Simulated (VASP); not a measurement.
# TiSi16 (a cell with a defect) in VASP: single point with PBE

Aim: the single point of TiSi16 (a cell with a defect) with PBE.

Everything below comes from runs of VASP 6.6.1. Logs are shortened: lines on timing, memory, paths and dates and some standing lists are left out, and cuts for length are marked.

## (1) The cell of the first run

The cell holds a defect, 17 atoms: a = 7.679 Å, b = 7.679 Å, c = 7.679 Å, α = 60.00°, β = 60.00°, γ = 60.00°.

## (2) Single point, PBE

Contents of INCAR:

```
SYSTEM = TiSi16
ALGO = Normal
EDIFF = 1E-6
ENCUT = 520
GGA = PE
ISIF = 2
ISMEAR = 0
LASPH = .TRUE.
LCHARG = .FALSE.
LREAL = Auto
LWAVE = .FALSE.
NBANDS = 52
NELM = 80
PREC = Accurate
SIGMA = 0.02
```

Contents of KPOINTS:

```
k-points
0
G
  2 2 2
  0 0 0
```

Contents of POSCAR:

```
TiSi16
1.0
    0.0000000000      5.4300000000      5.4300000000
    5.4300000000      0.0000000000      5.4300000000
    5.4300000000      5.4300000000      0.0000000000
Si Ti
16 1
Direct
   -0.0176858195     -0.0176860037      0.0526062615
    0.1255670350      0.1257998158      0.1372530387
    0.0115093002      0.0118667587      0.5082630755
    0.1078074586      0.1075017495      0.6766833333
    0.0133125230      0.4990449355     -0.0117348066
    0.1255375691      0.6108804788      0.1374587477
    0.0115124309      0.4679035912      0.5084989871
    0.1563097606      0.6130458564      0.6173381215
    0.4988285451      0.0140473297     -0.0124244936
    0.6110502762      0.1259174954      0.1367327808
    0.4680322284      0.0120073665      0.5076504604
    0.6128758748      0.1570556169      0.6165132597
    0.4988012891      0.4991627993     -0.0122631676
    0.6420319521      0.6426065378      0.0724643646
    0.5165340700      0.5174602210      0.4483985267
    0.6128482505      0.6131780847      0.6167187845
    0.8122257827      0.8124740331      0.5624171271
```

Potentials or basis: VASP PAW PBE potentials, release 64 (Si, Ti_sv).

Launch:

```
$ cat potpaw_PBE.64/Si/POTCAR potpaw_PBE.64/Ti_sv/POTCAR > POTCAR
$ mpirun -np 1 vasp_std > vasp.out
```

OUTCAR:

```text
SYSTEM = TiSi16
   EDIFF = 1E-6
   ENCUT = 520
   GGA = PE
   ISIF = 2
   ISMEAR = 0
   LASPH = .TRUE.
   LREAL = Auto
   NELM = 80
   PREC = Accurate

 ion  position               nearest neighbor table
   1  0.982  0.982  0.053-  10 2.34   2 2.34   6 2.34   4 2.36
   2  0.126  0.126  0.137-   3 2.33   1 2.34   5 2.35   9 2.35
   3  0.012  0.012  0.508-   4 2.28   2 2.33  17 2.44  12 2.50   8 2.51
   4  0.108  0.108  0.677-  11 2.28   3 2.28   7 2.28   1 2.36
   5  0.013  0.499  0.988-   8 2.33  14 2.34   2 2.35   6 2.35
   6  0.126  0.611  0.137-   7 2.33   1 2.34   5 2.35  13 2.35
   7  0.012  0.468  0.508-   4 2.28   6 2.33  17 2.43  16 2.51   8 2.51
   8  0.156  0.613  0.617-  15 2.28   5 2.33  17 2.43   7 2.51   3 2.51
   9  0.499  0.014  0.988-  12 2.33  14 2.34  10 2.35   2 2.35
  10  0.611  0.126  0.137-  11 2.33   1 2.34  13 2.35   9 2.35
  11  0.468  0.012  0.508-   4 2.28  10 2.33  17 2.43  12 2.51  16 2.51
  12  0.613  0.157  0.617-  15 2.28   9 2.33  17 2.44   3 2.50  11 2.51
  13  0.499  0.499  0.988-  16 2.33  14 2.34  10 2.35   6 2.35
  14  0.642  0.643  0.072-   5 2.34  13 2.34   9 2.34  15 2.36
  15  0.517  0.517  0.448-   8 2.28  16 2.28  12 2.28  14 2.36
  16  0.613  0.613  0.617-  15 2.28  13 2.33  17 2.43   7 2.51  11 2.51
  17  0.812  0.812  0.562-  16 2.43   8 2.43   7 2.43  11 2.43   3 2.44  12 2.44

  LATTYP: Found a face centered cubic cell.
 ALAT       =    10.8600000000

  Lattice vectors:

 A1 = (   0.0000000000,   5.4300000000,   5.4300000000)
 A2 = (   5.4300000000,   0.0000000000,   5.4300000000)
 A3 = (   5.4300000000,   5.4300000000,   0.0000000000)

Analysis of symmetry for initial positions (statically):
=====================================================================
 Subroutine PRICEL returns:
 Original cell was already a primitive cell.

 Routine SETGRP: Setting up the symmetry group for a
 face centered cubic supercell.

 Subroutine GETGRP returns: Found  1 space group operations
 (whereof  1 operations were pure point group operations)
 out of a pool of 48 trial point group operations.

The static configuration has the point symmetry C_1 .

Analysis of symmetry for dynamics (positions and initial velocities):
=====================================================================
 Subroutine PRICEL returns:
 Original cell was already a primitive cell.

 Routine SETGRP: Setting up the symmetry group for a
 face centered cubic supercell.

 Subroutine GETGRP returns: Found  1 space group operations
 (whereof  1 operations were pure point group operations)
 out of a pool of 48 trial point group operations.

The dynamic configuration has the point symmetry C_1 .

[... 119 lines left out ...]
   POTIM  = 0.5000    time-step for ionic-motion
   TEBEG  =    0.0;   TEEND  =   0.0 temperature during run
   PSTRESS=    0.0 pullay stress
   NELECT =      76.0000    total number of electrons
   NUPDOWN=      -1.0000    fix difference up-down
   EMIN   =  10.00;   EMAX   =-10.00  energy-range for DOS
   EFERMI =   0.00;   METHOD = LEGACY
   ISMEAR =     0;   SIGMA  =   0.02  broadening in eV -4-tet -1-fermi 0-gaus
   EFERMI_NEDOS =   21; number of points for ismear=-14 and -15
   IALGO  =     38    algorithm
   IMIX   =      4    mixing-type and parameters
     AMIX     =   0.40;   BMIX     =  1.00
     AMIX_MAG =   1.60;   BMIX_MAG =  1.00
  volume/ion in A,a.u.               =      18.84       127.11
  Fermi-wavevector in a.u.,A,eV,Ry     =   1.013607  1.915439 13.978610  1.027399
  Thomas-Fermi vector in A             =   2.146786
   LORBIT       =      0    0 simple, 1 ext, 2 COOP (PROOUT), +10 PAW based schemes
   GGA     = PE    functional components
   LHFCALC =     F    Hartree Fock is set to
   AEXX    =    0.0000 exact exchange contribution
   IVDW    =     0    specifies the selected vdW correction
   LEPSILON=     F    determine dielectric tensor
   LRPA    =     F    only Hartree local field effects (RPA)
 non-spin polarized calculation
 Gauss-broadening in eV      SIGMA  =   0.02
  energy-cutoff  :      520.00
  volume of cell :      320.21
 maximum number of plane-waves:      8646
 NGX is ok and might be reduce to    60
   NGX = 29   NGY = 29   NGZ = 29

 number of electron      76.0000002 magnetization

 Free energy of the ion-electron system (eV)
  ---------------------------------------------------
  ext. energy  EPLUGINS =         0.00000000
  ---------------------------------------------------
  free energy    TOTEN  =       -90.49340919 eV

  energy without entropy =      -90.48629787  energy(sigma->0) =      -90.48985353

 E-fermi :   6.9014     XC(G=0):  -9.7550

 val. band max:        6.8551640222   @ k =   0.0000   0.0000   0.0000
 cond. band min:       6.9019118524   @ k =   0.0000   0.5000   0.5000
 fundamental gap:      0.0467478302
 Fermi energy:         6.9014398647

 k-point     1 :       0.0000    0.0000    0.0000
  band No.  band energies     occupation
      1     -49.9393      2.00000
      2     -26.4069      2.00000
      3     -26.2588      2.00000
      4     -26.2558      2.00000
      5      -5.6551      2.00000
      6      -3.4421      2.00000
[... 413 lines left out ...]
     49       9.9693      0.00000
     50      10.4835      0.00000
 [bands above 50 left out]

------------------------ aborting loop because EDIFF is reached ----------------------------------------

  FORCE on cell =-STRESS in cart. coord.  units (eV):
  Direction    XX          YY          ZZ          XY          YZ          ZX
  --------------------------------------------------------------------------------------
  -------------------------------------------------------------------------------------
  Total       11.5194638     11.5082472     11.5210300     -1.8178171      1.8344200      1.7950566
  in kB       57.6385919     57.5824689     57.6464287     -9.0955986      9.1786727      8.9817144
  external PRESSURE =      57.6224965 kB  Pullay stress =       0.0000000 kB

 VOLUME and BASIS-vectors are now :
 -----------------------------------------------------------------------------
  energy-cutoff  :      520.00
  volume of cell :      320.21
      direct lattice vectors                 reciprocal lattice vectors
     0.000000000  5.430000000  5.430000000    -0.092081031  0.092081031  0.092081031
     5.430000000  0.000000000  5.430000000     0.092081031 -0.092081031  0.092081031
     5.430000000  5.430000000  0.000000000     0.092081031  0.092081031 -0.092081031

 POSITION                                       TOTAL-FORCE (eV/Angst)
 -----------------------------------------------------------------------------------
      5.61962      5.61962     10.66793         0.004486      0.003949     -0.004930
      1.42838      1.42711      1.36492        -0.001226     -0.000823     -0.008576
      2.82430      2.82236      0.12693        -0.003957     -0.001664      0.000773
      4.25812      4.25979      1.16913        -0.008309     -0.007743      0.008316
      8.07609      5.43857      2.78210         0.001999     -0.009622     -0.002024
      4.06348      1.42807      3.99875         0.008094     -0.001733      0.001654
[... 9 lines left out ...]
      6.67834      6.67655      6.65732         0.002659      0.001021     -0.005018
      7.46566      7.46431      8.82212         0.004377      0.002817      0.010009
 -----------------------------------------------------------------------------------
    total drift:                               -0.000329      0.003265      0.007412

  FREE ENERGIE OF THE ION-ELECTRON SYSTEM (eV)
  ---------------------------------------------------
  free  energy   TOTEN  =       -90.4934091939 eV

  energy  without entropy=      -90.4862978701  energy(sigma->0) =      -90.48985353
```

OSZICAR:

```text
N       E                     dE             d eps       ncg     rms          rms(c)
DAV:   1     0.341549408682E+03    0.34155E+03   -0.30818E+04   848   0.127E+03
DAV:   2    -0.551272372838E+02   -0.39668E+03   -0.37716E+03   956   0.246E+02
DAV:   3    -0.910472941522E+02   -0.35920E+02   -0.34943E+02  1224   0.664E+01
DAV:   4    -0.937448206888E+02   -0.26975E+01   -0.26810E+01  1272   0.153E+01
DAV:   5    -0.938157105853E+02   -0.70890E-01   -0.70748E-01  1112   0.226E+00    0.186E+01
DAV:   6    -0.938680860016E+02   -0.52375E-01   -0.22313E+01  1092   0.211E+01    0.175E+01
DAV:   7    -0.913464089051E+02    0.25217E+01   -0.31411E+01  1132   0.255E+01    0.975E+00
DAV:   8    -0.905404875713E+02    0.80592E+00   -0.21520E+00  1028   0.615E+00    0.235E+00
DAV:   9    -0.904893918929E+02    0.51096E-01   -0.43156E-01  1196   0.248E+00    0.877E-01
DAV:  10    -0.904908641317E+02   -0.14722E-02   -0.22557E-02  1032   0.572E-01    0.609E-01
DAV:  11    -0.904933622984E+02   -0.24982E-02   -0.87425E-03  1008   0.412E-01    0.268E-01
DAV:  12    -0.904933538201E+02    0.84782E-05   -0.23036E-03  1048   0.226E-01    0.954E-02
DAV:  13    -0.904933800848E+02   -0.26265E-04   -0.34968E-04  1140   0.783E-02    0.364E-02
DAV:  14    -0.904934021951E+02   -0.22110E-04   -0.50661E-05  1048   0.275E-02    0.163E-02
DAV:  15    -0.904934075219E+02   -0.53268E-05   -0.69927E-06  1040   0.110E-02    0.710E-03
DAV:  16    -0.904934092181E+02   -0.16962E-05   -0.31060E-06   880   0.733E-03    0.195E-03
DAV:  17    -0.904934091939E+02    0.24189E-07   -0.23525E-07   508   0.237E-03
   1 F= -.90493409E+02 E0= -.90489854E+02  d E =-.711132E-02
```

It took 2.6 min on 1 thread of Intel Xeon 6975P-C (Granite Rapids), shared host; peak memory 0.5 GiB.

Results:

- Free energy: -90.4934 eV
- Pressure: 5.8 GPa
- Largest force: 0.014 eV/Å
- Band gap on the k mesh: zero (band 38 reaches 6.92 eV, above the bottom of band 39 at 6.72 eV)

Forces on the atoms (eV/Å):
```
Si   0.004  0.004 -0.005
Si  -0.001 -0.001 -0.009
Si  -0.004 -0.002  0.001
Si  -0.008 -0.008  0.008
Si   0.002 -0.010 -0.002
Si   0.008 -0.002  0.002
Si  -0.003 -0.002  0.002
Si   0.001  0.007 -0.002
Si  -0.009  0.000 -0.001
Si   0.000  0.009  0.001
Si  -0.001 -0.005  0.000
Si   0.001  0.003 -0.005
Si   0.002  0.001  0.008
Si  -0.004 -0.004  0.003
Si   0.005  0.004 -0.006
Si   0.003  0.001 -0.005
Ti   0.004  0.003  0.010
```

Caveat: the k points lie up to 0.50 Å⁻¹ apart.
